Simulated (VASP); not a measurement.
# Cd4Se3S (P-43m) in VASP: relaxation of cell and atoms with PBE

Aim: the relaxation of cell and atoms of Cd4Se3S with PBE.

Program: VASP 6.6.1. These are calculated values, not measurements. Logs are shortened: lines on timing, memory, paths and dates and some standing lists are left out, and cuts for length are marked.

## (1) The cell of the first run

Symmetry: P-43m, No. 215, cubic system. The conventional cell has a = 6.139 Å, b = 6.139 Å, c = 6.139 Å, α = 90.00°, β = 90.00°, γ = 90.00°. Within 3.4 Å of Cd (site symmetry 3m) lie 1 S at 2.59 Å and 3 Se at 2.68 Å. Within 3.5 Å of Se (site symmetry -42m) lie 4 Cd at 2.68 Å. S (site symmetry -43m) has 4 Cd at 2.59 Å within 3.4 Å.

## (2) Relaxation of cell and atoms, PBE

Input file INCAR:

```
  PREC = Accurate
  ENCUT = 600
  EDIFF = 1E-6
  ISMEAR = 0
  SIGMA = 0.02
  LREAL = False
  LASPH = True
  NELM = 100
  ALGO = Normal
  ISIF = 3
  LWAVE = False
  LCHARG = False
  GGA = PE
  IBRION = 2
  NSW = 100
  EDIFFG = -0.01
```

Input file KPOINTS:

```
regular mesh
0
Gamma
  6 6 6
```

Input file POSCAR:

```
Cd4Se3S
1.0
    6.1393107895      0.0000000000      0.0000000000
    0.0000000000      6.1393107895      0.0000000000
    0.0000000000      0.0000000000      6.1393107895
Cd Se S
4 3 1
Direct
    0.7562018406      0.7562018406      0.2437981594
    0.7562018406      0.2437981594      0.7562018406
    0.2437981594      0.7562018406      0.7562018406
    0.2437981594      0.2437981594      0.2437981594
    0.0000000000      0.5000000000      0.5000000000
    0.5000000000      0.0000000000      0.5000000000
    0.5000000000      0.5000000000      0.0000000000
    0.0000000000      0.0000000000      0.0000000000
```

Potentials or basis: VASP PAW PBE potentials, release 64 (Cd, Se, S).

Launch:

```sh
cat potpaw_PBE.64/Cd/POTCAR potpaw_PBE.64/Se/POTCAR potpaw_PBE.64/S/POTCAR > POTCAR
mpirun -np 1 vasp_std > vasp.out
```

OUTCAR:

```text
PREC = Accurate
   ENCUT = 600
   EDIFF = 1E-6
   ISMEAR = 0
   LREAL = False
   LASPH = True
   NELM = 100
   ISIF = 3
   GGA = PE
   IBRION = 2
   NSW = 100
   EDIFFG = -0.01

 ion  position               nearest neighbor table
   1  0.756  0.756  0.244-   8 2.59   6 2.68   7 2.68   5 2.68
   2  0.756  0.244  0.756-   8 2.59   6 2.68   7 2.68   5 2.68
   3  0.244  0.756  0.756-   8 2.59   6 2.68   7 2.68   5 2.68
   4  0.244  0.244  0.244-   8 2.59   6 2.68   7 2.68   5 2.68
   5  0.000  0.500  0.500-   1 2.68   2 2.68   3 2.68   4 2.68
   6  0.500  0.000  0.500-   1 2.68   2 2.68   3 2.68   4 2.68
   7  0.500  0.500  0.000-   1 2.68   2 2.68   3 2.68   4 2.68
   8  0.000  0.000  0.000-   1 2.59   2 2.59   3 2.59   4 2.59

  LATTYP: Found a simple cubic cell.
 ALAT       =     6.1393107895

  Lattice vectors:

 A1 = (   6.1393107895,   0.0000000000,   0.0000000000)
 A2 = (   0.0000000000,   6.1393107895,   0.0000000000)
 A3 = (   0.0000000000,   0.0000000000,   6.1393107895)

Analysis of symmetry for initial positions (statically):
=====================================================================
 Subroutine PRICEL returns:
 Original cell was already a primitive cell.

 Routine SETGRP: Setting up the symmetry group for a
 simple cubic supercell.

 Subroutine GETGRP returns: Found 24 space group operations
 (whereof 24 operations were pure point group operations)
 out of a pool of 48 trial point group operations.

The static configuration has the point symmetry T_d .

Analysis of symmetry for dynamics (positions and initial velocities):
=====================================================================
 Subroutine PRICEL returns:
 Original cell was already a primitive cell.

 Routine SETGRP: Setting up the symmetry group for a
 simple cubic supercell.

 Subroutine GETGRP returns: Found 24 space group operations
 (whereof 24 operations were pure point group operations)
 out of a pool of 48 trial point group operations.

The dynamic configuration has the point symmetry T_d .

 Subroutine INISYM returns: Found 24 space group operations
 (whereof 24 operations are pure point group operations),
 and found     1 'primitive' translations

----------------------------------------------------------------------------------------

                                     Primitive cell

  volume of cell :     231.3976

  direct lattice vectors                    reciprocal lattice vectors
     6.139310789  0.000000000  0.000000000     0.162884733  0.000000000  0.000000000
     0.000000000  6.139310789  0.000000000     0.000000000  0.162884733  0.000000000
     0.000000000  0.000000000  6.139310789     0.000000000  0.000000000  0.162884733

  length of vectors
     6.139310789  6.139310789  6.139310789     0.162884733  0.162884733  0.162884733

  position of ions in fractional coordinates (direct lattice)
     0.756201841  0.756201841  0.243798159
     0.756201841  0.243798159  0.756201841
     0.243798159  0.756201841  0.756201841
     0.243798159  0.243798159  0.243798159
     0.000000000  0.500000000  0.500000000
     0.500000000  0.000000000  0.500000000
     0.500000000  0.500000000  0.000000000
     0.000000000  0.000000000  0.000000000

  ion indices of the primitive-cell ions
   primitive index   ion index
                 1           1
                 2           2
                 3           3
                 4           4
                 5           5
                 6           6
                 7           7
                 8           8

[... 80 lines left out ...]
   EFERMI =   0.00;   METHOD = LEGACY
   ISMEAR =     0;   SIGMA  =   0.02  broadening in eV -4-tet -1-fermi 0-gaus
   EFERMI_NEDOS =   21; number of points for ismear=-14 and -15
   IALGO  =     38    algorithm
   IMIX   =      4    mixing-type and parameters
     AMIX     =   0.40;   BMIX     =  1.00
     AMIX_MAG =   1.60;   BMIX_MAG =  1.00
  volume/ion in A,a.u.               =      28.92       195.19
  Fermi-wavevector in a.u.,A,eV,Ry     =   1.109344  2.096355 16.743915  1.230643
  Thomas-Fermi vector in A             =   2.245882
   LORBIT       =      0    0 simple, 1 ext, 2 COOP (PROOUT), +10 PAW based schemes
   GGA     = PE    functional components
   LHFCALC =     F    Hartree Fock is set to
   AEXX    =    0.0000 exact exchange contribution
   IVDW    =     0    specifies the selected vdW correction
   LEPSILON=     F    determine dielectric tensor
   LRPA    =     F    only Hartree local field effects (RPA)
 conjugate gradient relaxation of ions
 non-spin polarized calculation
 Gauss-broadening in eV      SIGMA  =   0.02
  energy-cutoff  :      600.00
  volume of cell :      231.40
 maximum number of plane-waves:      7809
 NGX is ok and might be reduce to    50
   NGX = 25   NGY = 25   NGZ = 25

--------------------------------------- Ionic step        1  -------------------------------------------

 number of electron      71.9999988 magnetization

 Free energy of the ion-electron system (eV)
  ---------------------------------------------------
  ext. energy  EPLUGINS =         0.00000000
  ---------------------------------------------------
  free energy    TOTEN  =       -22.61226093 eV

  energy without entropy =      -22.61226093  energy(sigma->0) =      -22.61226093

------------------------ aborting loop because EDIFF is reached ----------------------------------------

  FORCE on cell =-STRESS in cart. coord.  units (eV):
  Direction    XX          YY          ZZ          XY          YZ          ZX
  --------------------------------------------------------------------------------------
  -------------------------------------------------------------------------------------
  Total       -0.0563493     -0.0563493     -0.0563493      0.0000000      0.0000000     -0.0000000
  in kB       -0.3901579     -0.3901579     -0.3901579      0.0000000      0.0000000     -0.0000000
  external PRESSURE =      -0.3901579 kB  Pullay stress =       0.0000000 kB

 VOLUME and BASIS-vectors are now :
 -----------------------------------------------------------------------------
  energy-cutoff  :      600.00
  volume of cell :      231.40
      direct lattice vectors                 reciprocal lattice vectors
     6.139310789  0.000000000  0.000000000     0.162884733  0.000000000  0.000000000
     0.000000000  6.139310789  0.000000000     0.000000000  0.162884733  0.000000000
     0.000000000  0.000000000  6.139310789     0.000000000  0.000000000  0.162884733

 POSITION                                       TOTAL-FORCE (eV/Angst)
 -----------------------------------------------------------------------------------
      4.64256      4.64256      1.49675        -0.006708     -0.006708      0.006708
      4.64256      1.49675      4.64256        -0.006708      0.006708     -0.006708
      1.49675      4.64256      4.64256         0.006708     -0.006708     -0.006708
      1.49675      1.49675      1.49675         0.006708      0.006708      0.006708
      0.00000      3.06966      3.06966        -0.000000      0.000000      0.000000
      3.06966      0.00000      3.06966        -0.000000     -0.000000      0.000000
      3.06966      3.06966      0.00000        -0.000000     -0.000000     -0.000000
      0.00000      0.00000      0.00000        -0.000000      0.000000     -0.000000
 -----------------------------------------------------------------------------------
    total drift:                               -0.000000     -0.000000      0.000000

  FREE ENERGIE OF THE ION-ELECTRON SYSTEM (eV)
  ---------------------------------------------------
  free  energy   TOTEN  =       -22.6122609289 eV

  energy  without entropy=      -22.6122609289  energy(sigma->0) =      -22.61226093

--------------------------------------- Ionic step        2  -------------------------------------------

 number of electron      71.9999988 magnetization

 Free energy of the ion-electron system (eV)
  ---------------------------------------------------
  ext. energy  EPLUGINS =         0.00000000
  ---------------------------------------------------
  free energy    TOTEN  =       -22.61231221 eV

  energy without entropy =      -22.61231221  energy(sigma->0) =      -22.61231221

 E-fermi :   0.6843     XC(G=0):  -8.6896

 val. band max:        0.5930982328   @ k =   0.0000   0.0000   0.0000
 cond. band min:       1.1835870272   @ k =   0.0000   0.0000   0.0000
 fundamental gap:      0.5904887944
 Fermi energy:         0.6843118254

 k-point     1 :       0.0000    0.0000    0.0000
  band No.  band energies     occupation
      1     -11.6447      2.00000
      2     -11.2122      2.00000
      3     -11.2122      2.00000
      4     -11.1780      2.00000
      5      -7.1293      2.00000
      6      -7.1293      2.00000
[... 909 lines left out ...]
     42       6.9916      0.00000
     43       7.1938      0.00000

------------------------ aborting loop because EDIFF is reached ----------------------------------------

  FORCE on cell =-STRESS in cart. coord.  units (eV):
  Direction    XX          YY          ZZ          XY          YZ          ZX
  --------------------------------------------------------------------------------------
  -------------------------------------------------------------------------------------
  Total        0.0143688      0.0143688      0.0143688      0.0000000     -0.0000000      0.0000000
  in kB        0.0995899      0.0995899      0.0995899      0.0000000     -0.0000000      0.0000000
  external PRESSURE =       0.0995899 kB  Pullay stress =       0.0000000 kB

 VOLUME and BASIS-vectors are now :
 -----------------------------------------------------------------------------
  energy-cutoff  :      600.00
  volume of cell :      231.16
      direct lattice vectors                 reciprocal lattice vectors
     6.137224621  0.000000000 -0.000000000     0.162940101  0.000000000 -0.000000000
     0.000000000  6.137224621  0.000000000    -0.000000000  0.162940101 -0.000000000
     0.000000000  0.000000000  6.137224621     0.000000000 -0.000000000  0.162940101

 POSITION                                       TOTAL-FORCE (eV/Angst)
 -----------------------------------------------------------------------------------
      4.64066      4.64066      1.49657        -0.004211     -0.004211      0.004211
      4.64066      1.49657      4.64066        -0.004211      0.004211     -0.004211
      1.49657      4.64066      4.64066         0.004211     -0.004211     -0.004211
      1.49657      1.49657      1.49657         0.004211      0.004211      0.004211
      6.13722      3.06861      3.06861        -0.000000      0.000000     -0.000000
      3.06861      6.13722      3.06861         0.000000      0.000000     -0.000000
      3.06861      3.06861      6.13722        -0.000000     -0.000000     -0.000000
      6.13722      0.00000      6.13722        -0.000000      0.000000     -0.000000
 -----------------------------------------------------------------------------------
    total drift:                               -0.000000     -0.000000      0.000000

  FREE ENERGIE OF THE ION-ELECTRON SYSTEM (eV)
  ---------------------------------------------------
  free  energy   TOTEN  =       -22.6123122112 eV

  energy  without entropy=      -22.6123122112  energy(sigma->0) =      -22.61231221

 reached required accuracy - stopping structural energy minimisation
```

Wall time 3.2 min (1 thread of Intel Xeon 6975P-C (Granite Rapids), shared host); peak memory 0.5 GiB.

Results:

```
Free energy                           : -22.6123 eV
Relaxed volume                        : 28.90 Å³/atom
Relaxed cell                          : a = 6.137 Å, b = 6.137 Å, c = 6.137 Å, α = 90.00°, β = 90.00°, γ = 90.00°
Space group after relaxing (to 0.1 Å) : P-43m (No. 215)
Energy gained by relaxing             : 0.0 meV/atom
Ionic steps                           : 2
Pressure after relaxing               : 0.0 GPa
Largest force after relaxing          : 0.007 eV/Å
Band gap on the k mesh                : 0.59 eV
```

Forces on the atoms (eV/Å):
```
Cd  -0.004 -0.004  0.004
Cd  -0.004  0.004 -0.004
Cd   0.004 -0.004 -0.004
Cd   0.004  0.004  0.004
Se   0.000  0.000  0.000
Se   0.000  0.000  0.000
Se   0.000  0.000  0.000
S    0.000  0.000  0.000
```

Final structure:
```yaml
crystal:
  lattice:
    - [6.13722, 0.00000, 0.00000]
    - [0.00000, 6.13722, 0.00000]
    - [0.00000, 0.00000, 6.13722]
  atoms:
    - { symbol: Cd, position: [0.75615, 0.75615, 0.24385] }
    - { symbol: Cd, position: [0.75615, 0.24385, 0.75615] }
    - { symbol: Cd, position: [0.24385, 0.75615, 0.75615] }
    - { symbol: Cd, position: [0.24385, 0.24385, 0.24385] }
    - { symbol: Se, position: [0.00000, 0.50000, 0.50000] }
    - { symbol: Se, position: [0.50000, 0.00000, 0.50000] }
    - { symbol: Se, position: [0.50000, 0.50000, 0.00000] }
    - { symbol: S, position: [0.00000, 0.00000, 0.00000] }
```

Levels at points of the mesh, in eV from the valence-band top:
| k point | band 34 | band 35 | band 36 | band 37 | band 38 | band 39 |
| --- | --- | --- | --- | --- | --- | --- |
| (0.00, 0.00, 0.00) | 0.00 | 0.00 | 0.00 | 0.59 | 3.22 | 3.22 |
| (0.50, 0.00, 0.00) | -1.05 | -0.80 | -0.80 | 3.15 | 3.22 | 4.34 |
| (0.50, 0.50, 0.00) | -0.84 | -0.63 | -0.52 | 3.64 | 3.66 | 3.73 |
| (0.50, 0.50, 0.50) | -0.59 | -0.50 | -0.50 | 2.30 | 2.49 | 2.49 |

Caveat: semilocal functionals underestimate gaps, and a narrow one can read as zero.
